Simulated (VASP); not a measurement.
# AlN (P6_3/mmc) in VASP: a series of runs

The runs below take AlN through single point, with PBEsol.

Everything below comes from runs of VASP 6.6.1. Logs are shortened: lines on timing, memory, paths and dates and some standing lists are left out, and cuts for length are marked.

## (1) The cell of the first run

The structure is hexagonal, space group P6_3/mmc (No. 194). The conventional cell has a = 3.282 Å, b = 3.282 Å, c = 4.058 Å, α = 90.00°, β = 90.00°, γ = 120.00°. Al (site symmetry -6m2) has 5 N at 1.89 to 2.03 Å within 2.5 Å. N (site symmetry -6m2) has 5 Al at 1.89 to 2.03 Å within 2.5 Å.

## (2) Single point, PBEsol

Input file INCAR:

```
SYSTEM = AlN
ALGO = Normal ; EDIFF = 1E-7
ENCUT = 520 ; GGA = PS
ISIF = 2 ; ISMEAR = 0
LASPH = .TRUE. ; LCHARG = .TRUE.
LELF = .TRUE. ; LREAL = .FALSE.
LVHAR = .TRUE. ; LWAVE = .FALSE.
NBANDS = 16 ; NELM = 100
PREC = Accurate ; SIGMA = 0.05
```

Input file KPOINTS:

```
k-points
0
G
  9 9 6
  0 0 0
```

Input file POSCAR:

```
AlN
1.0
    3.2818000000      0.0000000000      0.0000000000
   -1.6409000000      2.8421221701      0.0000000000
    0.0000000000      0.0000000000      4.0584000000
Al N
2 2
Direct
    0.3333333333      0.6666666667      0.7500000000
    0.6666666667      0.3333333333      0.2500000000
    0.3333333333      0.6666666667      0.2500000000
    0.6666666667      0.3333333333      0.7500000000
```

Potentials or basis: VASP PAW PBE potentials, release 64 (Al, N).

The run is started by

```console
$ cat potpaw_PBE.64/Al/POTCAR potpaw_PBE.64/N/POTCAR > POTCAR
$ mpirun -np 1 vasp_std > vasp.out
```

OUTCAR:

```text
SYSTEM = AlN
   EDIFF = 1E-7
   ENCUT = 520
   GGA = PS
   ISIF = 2
   ISMEAR = 0
   LASPH = .TRUE.
   LREAL = .FALSE.
   NELM = 100
   PREC = Accurate

 ion  position               nearest neighbor table
   1  0.333  0.667  0.750-   4 1.89   4 1.89   4 1.89   3 2.03   3 2.03   2 2.78   2 2.78   2 2.78
                             2 2.78   2 2.78   2 2.78
   2  0.667  0.333  0.250-   3 1.89   3 1.89   3 1.89   4 2.03   4 2.03   1 2.78   1 2.78   1 2.78
                             1 2.78   1 2.78   1 2.78
   3  0.333  0.667  0.250-   2 1.89   2 1.89   2 1.89   1 2.03   1 2.03
   4  0.667  0.333  0.750-   1 1.89   1 1.89   1 1.89   2 2.03   2 2.03

  LATTYP: Found a hexagonal cell.
 ALAT       =     3.2818000000
 C/A-ratio  =     1.2366384301

  Lattice vectors:

 A1 = (   3.2818000000,   0.0000000000,   0.0000000000)
 A2 = (  -1.6409000000,   2.8421221701,   0.0000000000)
 A3 = (   0.0000000000,   0.0000000000,   4.0584000000)

Analysis of symmetry for initial positions (statically):
=====================================================================
 Subroutine PRICEL returns:
 Original cell was already a primitive cell.

 Routine SETGRP: Setting up the symmetry group for a
 hexagonal supercell.

 Subroutine GETGRP returns: Found 24 space group operations
 (whereof 12 operations were pure point group operations)
 out of a pool of 24 trial point group operations.

The static configuration has the point symmetry D_3d.
 The point group associated with its full space group is D_6h.

Analysis of symmetry for dynamics (positions and initial velocities):
=====================================================================
 Subroutine PRICEL returns:
 Original cell was already a primitive cell.

 Routine SETGRP: Setting up the symmetry group for a
 hexagonal supercell.

 Subroutine GETGRP returns: Found 24 space group operations
 (whereof 12 operations were pure point group operations)
 out of a pool of 24 trial point group operations.

The dynamic configuration has the point symmetry D_3d.
 The point group associated with its full space group is D_6h.

 Subroutine INISYM returns: Found 24 space group operations
 (whereof 12 operations are pure point group operations),
 and found     1 'primitive' translations

----------------------------------------------------------------------------------------

                                     Primitive cell

  volume of cell :      37.8538

  direct lattice vectors                    reciprocal lattice vectors
     3.281800000  0.000000000  0.000000000     0.304710829  0.175924879  0.000000000
    -1.640900000  2.842122170  0.000000000     0.000000000  0.351849759  0.000000000
     0.000000000  0.000000000  4.058400000     0.000000000  0.000000000  0.246402523

  length of vectors
     3.281800000  3.281800000  4.058400000     0.351849759  0.351849759  0.246402523

  position of ions in fractional coordinates (direct lattice)
     0.333333333  0.666666667  0.750000000
     0.666666667  0.333333333  0.250000000
     0.333333333  0.666666667  0.250000000
     0.666666667  0.333333333  0.750000000

  ion indices of the primitive-cell ions
   primitive index   ion index
                 1           1
                 2           2
                 3           3
                 4           4

----------------------------------------------------------------------------------------

 KPOINTS: k-points

Automatic generation of k-mesh.
 Grid dimensions read from file:
 generate k-points for:    9    9    6

 Generating k-lattice:

  Cartesian coordinates                     Fractional coordinates (reciprocal lattice)
     0.033856759  0.019547209  0.000000000     0.111111111 -0.000000000  0.000000000
     0.000000000  0.039094418  0.000000000     0.000000000  0.111111111  0.000000000
     0.000000000  0.000000000  0.041067087     0.000000000  0.000000000  0.166666667

  Length of vectors
     0.039094418  0.039094418  0.041067087

  Shift w.r.t. Gamma in fractional coordinates (k-lattice)
     0.000000000  0.000000000  0.000000000

 Subroutine IBZKPT returns following result:
 ===========================================

 Found     48 irreducible k-points:

 Following reciprocal coordinates:
            Coordinates               Weight
  0.000000  0.000000  0.000000      1.000000
  0.111111 -0.000000  0.000000      6.000000
  0.222222 -0.000000  0.000000      6.000000
  0.333333  0.000000  0.000000      6.000000
  0.444444 -0.000000  0.000000      6.000000
  0.111111  0.111111  0.000000      6.000000
[... 16 lines left out ...]
  0.333333  0.222222  0.166667     24.000000
  0.333333  0.333333  0.166667      4.000000
 [... further k-points ...]
   k-points           NKPTS =     48   k-points in BZ     NKDIM =     48   number of bands    NBANDS=     16
   number of dos      NEDOS =    301   number of ions     NIONS =      4
   total plane-waves  NPLWV =  17280
   dimension x,y,z NGX =    24 NGY =   24 NGZ =   30
   dimension x,y,z NGXF=    48 NGYF=   48 NGZF=   60
   ions per type =               2   2
   NGX,Y,Z   is equivalent  to a cutoff of  12.16, 12.16, 12.29 a.u.
   NGXF,Y,Z  is equivalent  to a cutoff of  24.32, 24.32, 24.58 a.u.
 SYSTEM =  AlN
   PREC   = accura    normal or accurate (medium, high low for compatibility)
   ISTART =      0    job   : 0-new  1-cont  2-samecut
   ICHARG =      2    charge: 1-file 2-atom 10-const
   ISPIN  =      1    spin polarized calculation?
   LNONCOLLINEAR =      F non collinear calculations
   LSORBIT =      F    spin-orbit coupling
   LASPH  =      T    aspherical Exc in radial PAW
   ENCUT  =  520.0 eV  38.22 Ry    6.18 a.u.   6.10  6.10  7.55*2*pi/ulx,y,z
   NELM   =    100;   NELMIN=  2; NELMDL= -5     # of ELM steps
   EDIFF  = 0.1E-06   stopping-criterion for ELM
   LREAL  =      F    real-space projection
   EDIFFG = 0.1E-05   stopping-criterion for IOM
   NSW    =      0    number of steps for IOM
   IBRION =     -1    ionic relax: 0-MD 1-quasi-New 2-CG
   NFREE  =      0    steps in history (QN), initial steepest desc. (CG)
   ISIF   =      2    stress and relaxation
   ISYM   =      2    0-nonsym 1-usesym 2-fastsym
   POTIM  = 0.5000    time-step for ionic-motion
   TEBEG  =    0.0;   TEEND  =   0.0 temperature during run
   PSTRESS=    0.0 pullay stress
   NELECT =      16.0000    total number of electrons
   NUPDOWN=      -1.0000    fix difference up-down
   EMIN   =  10.00;   EMAX   =-10.00  energy-range for DOS
   EFERMI =   0.00;   METHOD = LEGACY
   ISMEAR =     0;   SIGMA  =   0.05  broadening in eV -4-tet -1-fermi 0-gaus
   EFERMI_NEDOS =   21; number of points for ismear=-14 and -15
   IALGO  =     38    algorithm
   IMIX   =      4    mixing-type and parameters
     AMIX     =   0.40;   BMIX     =  1.00
     AMIX_MAG =   1.60;   BMIX_MAG =  1.00
  volume/ion in A,a.u.               =       9.46        63.86
  Fermi-wavevector in a.u.,A,eV,Ry     =   1.228603  2.321723 20.537525  1.509465
  Thomas-Fermi vector in A             =   2.363522
   LORBIT       =      0    0 simple, 1 ext, 2 COOP (PROOUT), +10 PAW based schemes
   GGA     = PS    functional components
   LHFCALC =     F    Hartree Fock is set to
   AEXX    =    0.0000 exact exchange contribution
   IVDW    =     0    specifies the selected vdW correction
   LEPSILON=     F    determine dielectric tensor
   LRPA    =     F    only Hartree local field effects (RPA)
 non-spin polarized calculation
 Gauss-broadening in eV      SIGMA  =   0.05
  energy-cutoff  :      520.00
  volume of cell :       37.85
 maximum number of plane-waves:      1038
   NGX = 13   NGY = 13   NGZ = 15

 number of electron      15.9999999 magnetization

 Free energy of the ion-electron system (eV)
  ---------------------------------------------------
  ext. energy  EPLUGINS =         0.00000000
  ---------------------------------------------------
  free energy    TOTEN  =       -30.91646657 eV

  energy without entropy =      -30.91646657  energy(sigma->0) =      -30.91646657

 E-fermi :   8.6163     XC(G=0): -11.5718

 val. band max:        8.3365918247   @ k =   0.0000   0.0000   0.0000
 cond. band min:      11.9389353978   @ k =   0.0000   0.0000   0.0000
 fundamental gap:      3.6023435730
 Fermi energy:         8.6162756303

 k-point     1 :       0.0000    0.0000    0.0000
  band No.  band energies     occupation
      1      -8.7496      2.00000
      2      -4.7045      2.00000
      3       1.2411      2.00000
      4       4.9209      2.00000
      5       4.9209      2.00000
      6       6.7528      2.00000
[... 8 lines left out ...]
     15      20.2961      0.00000
     16      20.2961      0.00000

 k-point     2 :       0.1111   -0.0000    0.0000
  band No.  band energies     occupation
      1      -8.6029      2.00000
      2      -4.7111      2.00000
      3       1.3947      2.00000
      4       4.4257      2.00000
      5       4.7097      2.00000
      6       6.2737      2.00000
[... 8 lines left out ...]
     15      19.7135      0.00000
     16      20.3592      0.00000

 k-point     3 :       0.2222   -0.0000    0.0000
  band No.  band energies     occupation
      1      -8.1807      2.00000
      2      -4.7790      2.00000
      3       1.8427      2.00000
      4       3.3502      2.00000
      5       4.2825      2.00000
      6       5.4017      2.00000
[... 8 lines left out ...]
     15      18.9588      0.00000
     16      21.2327      0.00000

 k-point     4 :       0.3333    0.0000    0.0000
  band No.  band energies     occupation
      1      -7.5506      2.00000
      2      -5.0191      2.00000
      3       2.3644      2.00000
      4       2.5326      2.00000
      5       3.8981      2.00000
      6       4.6512      2.00000
[... 8 lines left out ...]
     15      19.8506      0.00000
     16      21.8728      0.00000

 k-point     5 :       0.4444   -0.0000    0.0000
  band No.  band energies     occupation
      1      -6.9119      2.00000
      2      -5.4220      2.00000
      3       1.8351      2.00000
      4       3.2656      2.00000
      5       3.6821      2.00000
      6       4.2211      2.00000
[... 8 lines left out ...]
     15      21.5298      0.00000
     16      22.3225      0.00000

 k-point     6 :       0.1111    0.1111    0.0000
  band No.  band energies     occupation
      1      -8.3180      2.00000
      2      -4.7477      2.00000
      3       1.6960      2.00000
      4       3.8850      2.00000
      5       4.0448      2.00000
      6       5.8489      2.00000
[... 8 lines left out ...]
     15      19.5601      0.00000
     16      20.8544      0.00000
[... 267 lines left out ...]
 k-point    21 :       0.4444    0.1111    0.1667
  band No.  band energies     occupation
      1      -6.5771      2.00000
      2      -5.5704      2.00000
      3       1.3085      2.00000
      4       3.0111      2.00000
      5       3.2006      2.00000
      6       4.6867      2.00000
[... 8 lines left out ...]
     15      20.9256      0.00000
     16      22.3317      0.00000

 k-point    22 :       0.2222    0.2222    0.1667
  band No.  band energies     occupation
      1      -7.0594      2.00000
      2      -5.2776      2.00000
      3       1.8996      2.00000
      4       2.2359      2.00000
      5       4.0331      2.00000
      6       4.5746      2.00000
[... 8 lines left out ...]
     15      20.6106      0.00000
     16      22.0804      0.00000

 k-point    23 :       0.3333    0.2222    0.1667
  band No.  band energies     occupation
      1      -6.4713      2.00000
      2      -5.5934      2.00000
      3       1.5745      2.00000
      4       2.3944      2.00000
      5       3.2274      2.00000
      6       5.0937      2.00000
[... 8 lines left out ...]
     15      20.4417      0.00000
     16      22.1856      0.00000

 k-point    24 :       0.3333    0.3333    0.1667
  band No.  band energies     occupation
      1      -5.9798      2.00000
      2      -5.9798      2.00000
      3       1.5256      2.00000
      4       2.6753      2.00000
      5       2.6753      2.00000
      6       5.3892      2.00000
[... 8 lines left out ...]
     15      19.8341      0.00000
     16      21.9933      0.00000

 [... further k-points ...]

------------------------ aborting loop because EDIFF is reached ----------------------------------------

  FORCE on cell =-STRESS in cart. coord.  units (eV):
  Direction    XX          YY          ZZ          XY          YZ          ZX
  --------------------------------------------------------------------------------------
  -------------------------------------------------------------------------------------
  Total        1.4818065      1.4818065      2.0429353      0.0000000      0.0000000      0.0000000
  in kB       62.7180239     62.7180239     86.4680138      0.0000000      0.0000000      0.0000000
  external PRESSURE =      70.6346872 kB  Pullay stress =       0.0000000 kB

 VOLUME and BASIS-vectors are now :
 -----------------------------------------------------------------------------
  energy-cutoff  :      520.00
  volume of cell :       37.85
      direct lattice vectors                 reciprocal lattice vectors
     3.281800000  0.000000000  0.000000000     0.304710829  0.175924879  0.000000000
    -1.640900000  2.842122170  0.000000000     0.000000000  0.351849759  0.000000000
     0.000000000  0.000000000  4.058400000     0.000000000  0.000000000  0.246402523

 POSITION                                       TOTAL-FORCE (eV/Angst)
 -----------------------------------------------------------------------------------
     -0.00000      1.89475      3.04380         0.000000      0.000000      0.000000
      1.64090      0.94737      1.01460        -0.000000     -0.000000      0.000000
     -0.00000      1.89475      1.01460         0.000000      0.000000      0.000000
      1.64090      0.94737      3.04380        -0.000000     -0.000000      0.000000
 -----------------------------------------------------------------------------------
    total drift:                               -0.000000      0.000000      0.000000

  FREE ENERGIE OF THE ION-ELECTRON SYSTEM (eV)
  ---------------------------------------------------
  free  energy   TOTEN  =       -30.9164665652 eV

  energy  without entropy=      -30.9164665652  energy(sigma->0) =      -30.91646657
```

Wall time 19 s (1 thread of Intel Xeon Platinum 8259CL at 2.50GHz (Skylake/Cascade Lake), shared host); peak memory 0.15 GiB.

Results:

```yaml
Free_energy: -30.9165 eV
Pressure: 7.1 GPa
Band_gap_on_the_k_mesh: 3.60 eV, direct
```

Caveat: the PAW data sets were made with another functional, which shifts forces and pressure a little. A k mesh can miss the band edges.

[end of part 1 of 2]
